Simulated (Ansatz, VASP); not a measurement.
## Ga2SnO4 in VASP and in Ansatz

```
CELL_PARAMETERS angstrom
-2.21573 2.21573 5.66911
2.21573 -2.21573 5.66911
2.21573 2.21573 -5.66911
ATOMIC_POSITIONS crystal
Ga 0.25000 0.75000 0.50000
Ga 0.75000 0.25000 0.50000
Sn 0.50000 0.50000 0.00000
O 0.58745 0.09856 0.00000
O 0.41255 0.41255 0.51111
O 0.90144 0.90144 0.48889
O 0.09856 0.58745 0.00000
```

Change from the starting cell: species swapped into the Cu2SnSe4 type (I-42m, No. 121).

Alike in both runs: functional PBE; k mesh 10 × 10 × 10; occupations gaussian, width 0.02 eV; no spin polarisation.

Ansatz relaxed the structure, and its values are those at the end. VASP's run is a single point on that final structure, the one shown.

|  | VASP | Ansatz |
| --- | --- | --- |
| version | VASP 6.6.1 | Ansatz 0.2.0 |
| potentials or method | VASP PAW PBE potentials, release 64 (Ga_d, Sn_d, O), cutoff 520 eV | scalar-relativistic, plane waves, PAW |
| valence electrons in the cell | 64 | 64 |

VASP gave:

* gap on the k mesh at the Fermi level (eV): 1.46
* least direct gap on the mesh (eV): 1.46
* pressure (GPa): 0.3
* rms of the force components (eV/Å): 0.019

Problem. Estimate Ansatz's values.

Solution. gap on the k mesh at the Fermi level (eV): 1.48; least direct gap on the mesh (eV): 1.48; pressure (GPa): 0.0; rms of the force components (eV/Å): 0.000.

The functional is the same, so the differences come from potentials, cutoffs and numerics.
